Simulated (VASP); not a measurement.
**GaN: single point with r2SCAN**

The system is GaN.

```
CELL_PARAMETERS angstrom
3.18315 0.00000 0.00000
-1.59157 2.75669 0.00000
0.00000 0.00000 5.18363
ATOMIC_POSITIONS crystal
Ga 0.33333 0.66667 0.99911
Ga 0.66667 0.33333 0.49911
N 0.33333 0.66667 0.37589
N 0.66667 0.33333 0.87589
```

```yaml
Program: VASP 6.6.1
Task: single point
Functional: r2SCAN
Potentials_or_basis: VASP PAW PBE potentials, release 64 (Ga_d, N)
Cutoff: 520 eV
k_mesh: 9 × 9 × 4
Occupations: gaussian, width 0.01 eV
Spin: no spin polarisation
```

* Pressure: 1.1 GPa
* Largest force: 0.005 eV/Å
* Band gap on the k mesh: 2.34 eV, direct

Forces on the atoms (eV/Å):
```
Ga   0.000  0.000  0.005
Ga   0.000  0.000  0.005
N    0.000  0.000 -0.005
N    0.000  0.000 -0.005
```

Stress tensor (GPa, compression positive):
```
1.11 0.00 0.00
0.00 1.11 0.00
0.00 0.00 0.98
```

Levels at points of the mesh, in eV from the valence-band top:
```tsv
k point	band 14	band 15	band 16	band 17	band 18	band 19	band 20	band 21	band 22	band 23
(0.00, 0.00, 0.00)	-1.07	-1.07	-0.04	0.00	0.00	2.34	4.81	9.96	10.59	10.59
(0.00, 0.00, 0.50)	-3.93	-0.55	-0.55	-0.55	-0.55	4.77	4.77	9.18	9.18	11.11
```

Wall time 50 s on 1 thread of Intel(R) Xeon(R) 6975P-C (Granite Rapids), on a shared host, peak memory 0.18 GiB.

Caveat: the PAW data sets were made with another functional, which shifts forces and pressure a little. r2SCAN opens gaps a little over a GGA but as a rule still falls short of measured ones.
